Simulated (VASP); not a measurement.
# Lu12C (a cell with a defect): relaxation of the atoms with PBE

The system is Lu12C (a cell with a defect).

```
Lu C
1.0
     7.02000    0.00000    0.00000
    -5.26500    9.11925    0.00000
     0.00000    0.00000    5.56335
Lu C
12 1
Direct
  0.00000 0.00000 0.00000
  0.16667 0.22222 0.50000
  0.00000 0.33333 0.00000
  0.16667 0.55556 0.50000
  0.00000 0.66667 0.00000
  0.16667 0.88889 0.50000
  0.50000 0.00000 0.00000
  0.66667 0.22222 0.50000
  0.50000 0.33333 0.00000
  0.66667 0.55556 0.50000
  0.50000 0.66667 0.00000
  0.66667 0.88889 0.50000
  0.00542 0.00273 0.61393
```

```
Program                : VASP 6.6.1
Task                   : relaxation of the atoms
Functional             : PBE
Potentials or basis    : VASP PAW PBE potentials, release 64 (Lu, C)
Cutoff                 : 520 eV
k mesh                 : 2 × 1 × 2
Occupations            : fermi-dirac, width 0.1 eV
Spin                   : no spin polarisation
Dipole correction      : no
Further INCAR settings : ALGO = Normal; EDIFF = 1e-07; IBRION = 2; EDIFFG = -0.08; NSW = 45
```

| Item | Value |
| --- | --- |
| Energy gained by relaxing | 32.3 meV/atom |
| Ionic steps | 8 |
| Pressure after relaxing | 1.2 GPa |
| Largest force after relaxing | 0.078 eV/Å |
| Band gap on the k mesh | zero (bands 152 and 153 overlap by 0.44 eV) |

Forces in eV/Å, atoms in the order of the input:
```
Lu  -0.027  0.007  0.033
Lu   0.012 -0.006 -0.032
Lu   0.009 -0.055 -0.026
Lu  -0.007  0.007  0.018
Lu  -0.062  0.047  0.010
Lu   0.013 -0.002 -0.007
Lu  -0.011  0.006  0.016
Lu   0.022 -0.027 -0.017
Lu   0.003 -0.015 -0.056
Lu  -0.003  0.021  0.009
Lu  -0.009  0.016  0.015
Lu   0.005 -0.018  0.026
C    0.054  0.018  0.011
```

Stress tensor (GPa, compression positive):
```
 1.20 -0.23 -0.05
-0.23  2.02  0.06
-0.05  0.06  0.32
```

The path:
```tsv
step	energy change (eV)	largest force (eV/Å)	pressure (GPa)
1	0.0000	1.9291	2.65
2	-0.3331	0.5173	1.59
3	-0.3666	0.4506	1.21
4	-0.3916	0.2145	1.14
5	-0.3961	0.3514	1.10
6	-0.4098	0.2008	1.14
7	-0.4161	0.1128	1.17
8	-0.4193	0.0783	1.18
```

Final structure:
```yaml
crystal:
  lattice:
    - [7.02000, 0.00000, 0.00000]
    - [-5.26500, 9.11925, 0.00000]
    - [0.00000, 0.00000, 5.56335]
  atoms:
    - { symbol: Lu, position: [0.99905, 0.00105, 0.02015] }
    - { symbol: Lu, position: [0.18295, 0.23665, 0.49558] }
    - { symbol: Lu, position: [0.99914, 0.34037, 0.00134] }
    - { symbol: Lu, position: [0.16482, 0.55278, 0.50297] }
    - { symbol: Lu, position: [0.99547, 0.66276, 0.00430] }
    - { symbol: Lu, position: [0.17708, 0.88158, 0.49793] }
    - { symbol: Lu, position: [0.49550, 0.99692, 0.00167] }
    - { symbol: Lu, position: [0.67205, 0.22329, 0.48632] }
    - { symbol: Lu, position: [0.50781, 0.34209, 0.99622] }
    - { symbol: Lu, position: [0.66932, 0.55279, 0.49479] }
    - { symbol: Lu, position: [0.48483, 0.66155, 0.00300] }
    - { symbol: Lu, position: [0.65398, 0.88264, 0.49887] }
    - { symbol: C, position: [0.00341, 0.00158, 0.61079] }
```

Levels at points of the mesh, in eV from the Fermi level:
```tsv
k point	band 150	band 151	band 152	band 153	band 154	band 155
(0.00, 0.00, 0.00)	-0.63	-0.42	-0.39	-0.34	-0.19	0.05
(0.50, 0.00, 0.00)	-0.56	-0.50	-0.31	-0.25	-0.08	0.17
(0.00, 0.00, 0.50)	0.05	0.08	0.09	0.15	0.16	0.21
(0.50, 0.00, 0.50)	-0.02	0.04	0.10	0.25	0.26	0.32
```

Run time: 55 min on 4 MPI ranks on AMD EPYC 7R43 64-Core Processor (Zen 3), on a shared host, peak memory 0.23 GiB a rank.

Caveat: the k points lie up to 0.62 Å⁻¹ apart; spin-orbit coupling is left out, which moves the levels of the heavy elements; the relaxation stopped at a loose force limit of 0.08 eV/Å, so its end isn't a converged minimum.
